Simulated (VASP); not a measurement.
# Ta6H in VASP: single point with PBE

Aim: the single point of Ta6H with PBE.

Everything below comes from runs of VASP 6.6.1. Logs are shortened: lines on timing, memory, paths and dates and some standing lists are left out, and cuts for length are marked.

**1. The cell of the first run**

The cell holds a slab with vacuum, 14 atoms: a = 5.720 Å, b = 5.720 Å, c = 22.671 Å, α = 90.00°, β = 90.00°, γ = 109.47°.

**2. Single point, PBE**

INCAR

```
ALGO = Normal
DIPOL = 0.5 0.5 0.484
EDIFF = 1E-7
ENCUT = 520
GGA = PE
IDIPOL = 3
ISIF = 2
ISMEAR = -1
LASPH = T
LCHARG = F
LDIPOL = T
LREAL = F
LWAVE = F
NBANDS = 80
NELM = 100
PREC = Accurate
SIGMA = 0.05
```

KPOINTS

```
k-points
0
Gamma
  5 5 1
```

POSCAR

```
Ta6H
1.0
    5.7202017150      0.0000000000      0.0000000000
   -1.9067339050      5.3930578966      0.0000000000
    0.0000000000      0.0000000000     22.6705251426
Ta H
12 2
Direct
    0.2500000000      0.2500000000      0.3528811066
    0.2500000000      0.7500000000      0.3528811066
    0.7500000000      0.2500000000      0.3528811066
    0.7500000000      0.7500000000      0.3528811066
    0.5000000000      0.5000000000      0.4558898617
    0.5000000000      0.0000000000      0.4558898617
    0.0000000000      0.5000000000      0.4558898617
    0.0000000000      0.0000000000      0.4558898617
    0.7500000000      0.7500000000      0.5588986167
    0.7500000000      0.2500000000      0.5588986167
    0.2500000000      0.7500000000      0.5588986167
    0.2500000000      0.2500000000      0.5588986167
    0.9166666667      0.5833333333      0.6550587183
    1.0441028534      0.5733211124      0.6550587183
```

Potentials or basis: VASP PAW PBE potentials, release 64 (Ta_pv, H).

Command:

```sh
> cat potpaw_PBE.64/Ta_pv/POTCAR potpaw_PBE.64/H/POTCAR > POTCAR
> mpirun -np 1 vasp_std > vasp.out
```

OUTCAR:

```text
EDIFF = 1E-7
   ENCUT = 520
   GGA = PE
   ISIF = 2
   ISMEAR = -1
   LASPH = T
   LREAL = F
   NELM = 100
   PREC = Accurate

 ion  position               nearest neighbor table
   1  0.250  0.250  0.353-   3 2.86   3 2.86   2 2.86   2 2.86   5 2.86   8 2.86   4 3.30   4 3.30
                             6 3.30   7 3.30
   2  0.250  0.750  0.353-   4 2.86   4 2.86   1 2.86   1 2.86   6 2.86   7 2.86   3 3.30   3 3.30
                             8 3.30   5 3.30
   3  0.750  0.250  0.353-   1 2.86   1 2.86   4 2.86   4 2.86   6 2.86   7 2.86   2 3.30   2 3.30
                             8 3.30   5 3.30
   4  0.750  0.750  0.353-   2 2.86   2 2.86   3 2.86   3 2.86   5 2.86   8 2.86   1 3.30   1 3.30
                             6 3.30   7 3.30
   5  0.500  0.500  0.456-   9 2.86  12 2.86   7 2.86   7 2.86   6 2.86   6 2.86   1 2.86   4 2.86
                            11 3.30  10 3.30   8 3.30   8 3.30   3 3.30   2 3.30
   6  0.500  0.000  0.456-  10 2.86  11 2.86   8 2.86   8 2.86   5 2.86   5 2.86   2 2.86   3 2.86
                             9 3.30  12 3.30   7 3.30   7 3.30   1 3.30   4 3.30
   7  0.000  0.500  0.456-  10 2.86  11 2.86   5 2.86   5 2.86   8 2.86   8 2.86   2 2.86   3 2.86
                             9 3.30  12 3.30   6 3.30   6 3.30   1 3.30   4 3.30
   8  0.000  0.000  0.456-   9 2.86  12 2.86   6 2.86   6 2.86   7 2.86   7 2.86   1 2.86   4 2.86
                            11 3.30  10 3.30   5 3.30   5 3.30   3 3.30   2 3.30
   9  0.750  0.750  0.559-   5 2.86   8 2.86  11 2.86  11 2.86  10 2.86  10 2.86   7 3.30   6 3.30
                            12 3.30  12 3.30
  10  0.750  0.250  0.559-   6 2.86   7 2.86  12 2.86  12 2.86   9 2.86   9 2.86   5 3.30   8 3.30
                            11 3.30  11 3.30
  11  0.250  0.750  0.559-   6 2.86   7 2.86   9 2.86   9 2.86  12 2.86  12 2.86   5 3.30   8 3.30
                            10 3.30  10 3.30
  12  0.250  0.250  0.559-   5 2.86   8 2.86  10 2.86  10 2.86  11 2.86  11 2.86   7 3.30   6 3.30
                             9 3.30   9 3.30
  13  0.917  0.583  0.655-  14 0.75
  14  0.044  0.573  0.655-  13 0.75

  LATTYP: Found a base centered orthorhombic cell.
 ALAT       =     6.6051200000
 B/A-ratio  =     1.4142135624
 C/A-ratio  =     3.4322654460

  Lattice vectors:

 A1 = (   5.7202017150,   0.0000000000,   0.0000000000)
 A2 = (  -1.9067339050,   5.3930578966,   0.0000000000)
 A3 = (   0.0000000000,   0.0000000000,  22.6705251426)

Analysis of symmetry for initial positions (statically):
=====================================================================
 Subroutine PRICEL returns:
 Original cell was already a primitive cell.

 Routine SETGRP: Setting up the symmetry group for a
 base centered orthorhombic supercell.

 Subroutine GETGRP returns: Found  1 space group operations
 (whereof  1 operations were pure point group operations)
 out of a pool of  8 trial point group operations.

The static configuration has the point symmetry C_1 .

Analysis of symmetry for dynamics (positions and initial velocities):
=====================================================================
 Subroutine PRICEL returns:
 Original cell was already a primitive cell.

 Routine SETGRP: Setting up the symmetry group for a
 base centered orthorhombic supercell.

 Subroutine GETGRP returns: Found  1 space group operations
 (whereof  1 operations were pure point group operations)
 out of a pool of  8 trial point group operations.

The dynamic configuration has the point symmetry C_1 .

 Subroutine INISYM returns: Found  1 space group operations
 (whereof  1 operations are pure point group operations),
 and found     1 'primitive' translations

----------------------------------------------------------------------------------------

                                     Primitive cell

  volume of cell :     699.3716

  direct lattice vectors                    reciprocal lattice vectors
     5.720201715  0.000000000  0.000000000     0.174819010  0.061807854  0.000000000
    -1.906733905  5.393057897  0.000000000     0.000000000  0.185423561  0.000000000
     0.000000000  0.000000000 22.670525143     0.000000000  0.000000000  0.044110138

  length of vectors
     5.720201715  5.720201715 22.670525143     0.185423561  0.185423561  0.044110138

  position of ions in fractional coordinates (direct lattice)
[... 60 lines left out ...]
  0.000000  0.000000  0.000000      1.000000
  0.200000  0.000000  0.000000      2.000000
  0.000000  0.200000  0.000000      2.000000
  0.400000  0.000000  0.000000      2.000000
  0.000000  0.400000  0.000000      2.000000
  0.200000  0.200000  0.000000      2.000000
  0.400000  0.200000  0.000000      2.000000
  0.200000  0.400000  0.000000      2.000000
 -0.400000  0.200000  0.000000      2.000000
  0.200000 -0.400000  0.000000      2.000000
 -0.200000  0.200000  0.000000      2.000000
  0.400000  0.400000  0.000000      2.000000
 -0.400000  0.400000  0.000000      2.000000
   k-points           NKPTS =     13   k-points in BZ     NKDIM =     13   number of bands    NBANDS=     80
   number of dos      NEDOS =    301   number of ions     NIONS =     14
   total plane-waves  NPLWV = 414720
   dimension x,y,z NGX =    48 NGY =   48 NGZ =  180
   dimension x,y,z NGXF=    96 NGYF=   96 NGZF=  360
   ions per type =              12   2
   NGX,Y,Z   is equivalent  to a cutoff of  13.95, 13.95, 13.20 a.u.
   NGXF,Y,Z  is equivalent  to a cutoff of  27.90, 27.90, 26.40 a.u.
 SYSTEM =  unknown system
   PREC   = accura    normal or accurate (medium, high low for compatibility)
   ISTART =      0    job   : 0-new  1-cont  2-samecut
   ICHARG =      2    charge: 1-file 2-atom 10-const
   ISPIN  =      1    spin polarized calculation?
   LNONCOLLINEAR =      F non collinear calculations
   LSORBIT =      F    spin-orbit coupling
   LASPH  =      T    aspherical Exc in radial PAW
   ENCUT  =  520.0 eV  38.22 Ry    6.18 a.u.  10.64 10.64 42.15*2*pi/ulx,y,z
   NELM   =    100;   NELMIN=  2; NELMDL= -5     # of ELM steps
   EDIFF  = 0.1E-06   stopping-criterion for ELM
   LREAL  =      F    real-space projection
   EDIFFG = 0.1E-05   stopping-criterion for IOM
   NSW    =      0    number of steps for IOM
   IBRION =     -1    ionic relax: 0-MD 1-quasi-New 2-CG
   NFREE  =      0    steps in history (QN), initial steepest desc. (CG)
   ISIF   =      2    stress and relaxation
   ISYM   =      2    0-nonsym 1-usesym 2-fastsym
   POTIM  = 0.5000    time-step for ionic-motion
   TEBEG  =    0.0;   TEEND  =   0.0 temperature during run
   PSTRESS=    0.0 pullay stress
   NELECT =     134.0000    total number of electrons
   NUPDOWN=      -1.0000    fix difference up-down
   EMIN   =  10.00;   EMAX   =-10.00  energy-range for DOS
   EFERMI =   0.00;   METHOD = LEGACY
   ISMEAR =    -1;   SIGMA  =   0.05  broadening in eV -4-tet -1-fermi 0-gaus
   EFERMI_NEDOS =   21; number of points for ismear=-14 and -15
   IALGO  =     38    algorithm
   IMIX   =      4    mixing-type and parameters
     AMIX     =   0.40;   BMIX     =  1.00
     AMIX_MAG =   1.60;   BMIX_MAG =  1.00
  volume/ion in A,a.u.               =      49.96       337.11
  Fermi-wavevector in a.u.,A,eV,Ry     =   0.943787  1.783498 12.119158  0.890733
  Thomas-Fermi vector in A             =   2.071528
   LORBIT       =      0    0 simple, 1 ext, 2 COOP (PROOUT), +10 PAW based schemes
   GGA     = PE    functional components
   LHFCALC =     F    Hartree Fock is set to
   AEXX    =    0.0000 exact exchange contribution
   IVDW    =     0    specifies the selected vdW correction
   LEPSILON=     F    determine dielectric tensor
   LRPA    =     F    only Hartree local field effects (RPA)
 non-spin polarized calculation
  energy-cutoff  :      520.00
  volume of cell :      699.37
 maximum number of plane-waves:     18860
 NGX is ok and might be reduce to    48
   NGX = 21   NGY = 21   NGZ = 85

 dipolmoment           0.000000      0.000000      0.750240 electrons x Angstroem

 number of electron     133.9999993 magnetization

 dipolmoment           0.000000      0.000000     -0.113805 electrons x Angstroem

 Free energy of the ion-electron system (eV)
  ---------------------------------------------------
  ext. energy  EPLUGINS =         0.00000000
  ---------------------------------------------------
  free energy    TOTEN  =      -139.01171179 eV

  energy without entropy =     -138.88959290  energy(sigma->0) =     -138.95065234

 E-fermi :  -1.1412     XC(G=0):  -4.9779

 val. band max:       -1.1655688224   @ k =   0.2000   0.2000   0.0000
 cond. band min:      -1.1048416889   @ k =  -0.4000   0.2000   0.0000
 fundamental gap:      0.0607271335
 Fermi energy:        -1.1412313264

 k-point     1 :       0.0000    0.0000    0.0000
  band No.  band energies     occupation
      1     -35.6963      2.00000
      2     -35.6706      2.00000
      3     -35.6613      2.00000
      4     -35.6333      2.00000
      5     -35.6087      2.00000
      6     -35.5863      2.00000
[... 1055 lines left out ...]
     78       0.3272      0.00000
     79       0.5334      0.00000
 [bands above 79 left out]

------------------------ aborting loop because EDIFF is reached ----------------------------------------

 vacuum level on the upper side and lower side of the slab       (xc-potential included)        -0.379         0.273

  FORCE on cell =-STRESS in cart. coord.  units (eV):
  Direction    XX          YY          ZZ          XY          YZ          ZX
  --------------------------------------------------------------------------------------
  -------------------------------------------------------------------------------------
  Total      -13.5143434    -13.6655949     -5.3201416     -0.1207681      0.0097805      0.1369208
  in kB      -30.9597557    -31.3062550    -12.1878126     -0.2766654      0.0224060      0.3136694
  external PRESSURE =     -24.8179411 kB  Pullay stress =       0.0000000 kB

 VOLUME and BASIS-vectors are now :
 -----------------------------------------------------------------------------
  energy-cutoff  :      520.00
  volume of cell :      699.37
      direct lattice vectors                 reciprocal lattice vectors
     5.720201715  0.000000000  0.000000000     0.174819010  0.061807854  0.000000000
    -1.906733905  5.393057897  0.000000000     0.000000000  0.185423561  0.000000000
     0.000000000  0.000000000 22.670525143     0.000000000  0.000000000  0.044110138

 POSITION                                       TOTAL-FORCE (eV/Angst)
 -----------------------------------------------------------------------------------
      0.95337      1.34826      8.00000         0.001490     -0.001674      0.331508
      0.00000      4.04479      8.00000         0.016504      0.036330      0.339820
      3.81347      1.34826      8.00000        -0.026476     -0.023831      0.328614
      2.86010      4.04479      8.00000        -0.001859     -0.000820      0.331551
      1.90673      2.69653     10.33526        -0.044690      0.058994     -0.020965
      2.86010      0.00000     10.33526         0.051578      0.002151     -0.203011
     -0.95337      2.69653     10.33526         0.035268     -0.034812      0.090796
      0.00000      0.00000     10.33526        -0.066402      0.010647     -0.029109
      2.86010      4.04479     12.67053        -0.334155      0.239323     -0.443054
      3.81347      1.34826     12.67053         0.028197     -0.241683     -0.393311
      0.00000      4.04479     12.67053         0.213986     -0.034380     -0.252360
      0.95337      1.34826     12.67053         0.111942     -0.075659     -0.366348
      4.13126      3.14595     14.85053        -0.862379      0.174478      0.118549
     -0.84089      3.09195     14.85053         0.876996     -0.109065      0.167319
 -----------------------------------------------------------------------------------
    total drift:                               -0.000081     -0.000036      0.001842

  FREE ENERGIE OF THE ION-ELECTRON SYSTEM (eV)
  ---------------------------------------------------
  free  energy   TOTEN  =      -139.0117117856 eV

  energy  without entropy=     -138.8895928971  energy(sigma->0) =     -138.95065234

 vacuum level on the upper side and lower side of the slab         2.981         3.638
```

Run time: 28 min. Hardware: 1 thread of Intel Xeon 6975P-C (Granite Rapids), shared host; peak memory 1.1 GiB.

Results:

* Free energy: -139.0117 eV
* Largest force: 0.899 eV/Å
* Band gap on the k mesh: zero (bands 67 and 68 overlap by 0.76 eV)

Forces on the atoms (eV/Å):
```
Ta   0.001 -0.002  0.332
Ta   0.017  0.036  0.340
Ta  -0.026 -0.024  0.329
Ta  -0.002 -0.001  0.332
Ta  -0.045  0.059 -0.021
Ta   0.052  0.002 -0.203
Ta   0.035 -0.035  0.091
Ta  -0.066  0.011 -0.029
Ta  -0.334  0.239 -0.443
Ta   0.028 -0.242 -0.393
Ta   0.214 -0.034 -0.252
Ta   0.112 -0.076 -0.366
H   -0.862  0.174  0.119
H    0.877 -0.109  0.167
```

Caveat: spin-orbit coupling is left out, which moves the levels of the heavy elements.

The gap in the log of VASP goes by the Fermi energy; the results here count the filled bands.